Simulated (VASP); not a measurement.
Here is a VASP 6.6.1 calculation.

The input INCAR:

```
  PREC = Accurate
  ENCUT = 520
  EDIFF = 1E-7
  ISMEAR = 0
  SIGMA = 0.1
  LREAL = False
  LASPH = True
  NELM = 100
  ALGO = Normal
  ISIF = 2
  LWAVE = False
  LCHARG = False
  GGA = PE
  NBANDS = 14
```

KPOINTS

```
Automatic mesh
0
Gamma
  16 16 16
```

The input POSCAR:

```
TaC
1.0
    0.0000000000      2.2376290142      2.2376290142
    2.2376290142      0.0000000000      2.2376290142
    2.2376290142      2.2376290142      0.0000000000
Ta C
1 1
Direct
    0.0000000000      0.0000000000      0.0000000000
    0.5000000000      0.5000000000      0.5000000000
```

Potentials or basis: VASP PAW PBE potentials, release 64 (Ta_pv, C).

Launch:

```bash
$ cat potpaw_PBE.64/Ta_pv/POTCAR potpaw_PBE.64/C/POTCAR > POTCAR
$ mpirun -np 1 vasp_std > vasp.out
```

What does it give for the pressure?

0.7 GPa.
